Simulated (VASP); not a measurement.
Input of a VASP 6.6.1 run:

The input INCAR:

```
  PREC = Accurate
  ENCUT = 520
  EDIFF = 1E-6
  ISMEAR = -1
  SIGMA = 0.05
  LREAL = Auto
  LASPH = True
  NELM = 80
  ALGO = Normal
  ISIF = 2
  LWAVE = False
  LCHARG = False
  GGA = PE
  NBANDS = 48
```

Contents of KPOINTS:

```
Automatic mesh
0
Gamma
  2 2 2
```

Contents of POSCAR:

```
Si
1.0
    0.0000000000      5.4300000000      5.4300000000
    5.4300000000      0.0000000000      5.4300000000
    5.4300000000      5.4300000000      0.0000000000
Si
17
Direct
   -0.0992817680      0.2247329650     -0.0817311234
    0.1157918969      0.2612615101      0.0329005525
   -0.1119337017     -0.2937569061      0.7574769797
    0.1425690608     -0.0699723757      0.7252578269
   -0.1899447514      0.6013443831      0.1467403315
    0.0026151013      0.7538489871      0.1359484346
    0.1414364641      0.4411786372      0.4399263352
    0.2385359116      0.9384806630      0.3402854512
    0.5915653775     -0.0613443831      0.1154511971
    0.6230294659      0.1689042357      0.2100092081
    0.4289410681      0.0515745856      0.6079834254
    0.6712891344      0.0650092081      0.7588213628
    0.4586464088      0.5833241252     -0.1020349908
    0.4517311234      0.6244383057      0.2119521179
    0.2436464088      0.4649539595      0.6566298343
    0.7829373849      0.5577440147      0.4998066298
    0.9171270718      0.2186187845      0.4445856354
```

Potentials or basis: VASP PAW PBE potentials, release 64 (Si).

Launch:

```console
$ cat potpaw_PBE.64/Si/POTCAR > POTCAR
$ mpirun -np 1 vasp_std > vasp.out
```

Q: Predict the pressure.

A: -1.0 GPa.

Q: What does it give for the band gap on the k mesh?

A: Zero (bands 34 and 35 overlap by 0.22 eV).

Q: What does it give for the largest force?

A: 3.027 eV/Å.

Stress tensor (GPa, compression positive):
```
-0.28 -1.74  0.76
-1.74 -2.43  2.23
 0.76  2.23 -0.36
```

Caveat: the k points lie up to 0.50 Å⁻¹ apart; the atoms stand as in a frame of molecular dynamics.
